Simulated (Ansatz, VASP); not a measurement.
## SnO in VASP and in Ansatz

```
CELL_PARAMETERS angstrom
3.80200 -0.01901 -0.01901
-0.01901 3.80200 -0.01901
-0.02418 -0.02418 4.83600
ATOMIC_POSITIONS crystal
Sn 0.00000 0.50000 0.23850
Sn 0.50000 0.00000 0.76150
O 0.00000 0.00000 0.00000
O 0.50000 0.50000 0.00000
```

Change from the starting cell: equal xy, yz and zx shear strains of -1 %, crystal datasets.

Alike in both runs: task electric field gradients; functional PBEsol; k mesh 8 × 8 × 6; occupations fermi-dirac, width 0.01 eV; no spin polarisation.

```csv
,VASP,Ansatz
version,VASP 6.6.1,Ansatz 0.2.0
potentials or method,"VASP PAW PBE potentials, release 64 (Sn_d, O), cutoff 520 eV","all-electron PAW with datasets made for the crystal, scalar-relativistic"
```

|  | VASP | Ansatz | Ansatz less VASP |
| --- | --- | --- | --- |
| pressure (GPa) | 0.2 | -0.1 | -0.28 |
| traceless stress, the component that is largest in VASP (GPa) | 0.83 | 0.83 | +0.004 |
| rms of the force components (eV/Å) | 0.074 | 0.047 | -0.0272 |
| size of Vzz on the site where it differs most (V/Å²) | 162.1 | 169.4 | +7.24 |

VASP's potentials were made for PBE, not for PBEsol. Atom by atom the forces differ by 0.035 eV/Å (rms over components). Ansatz ran all-electron here, and VASP with PAW potentials.
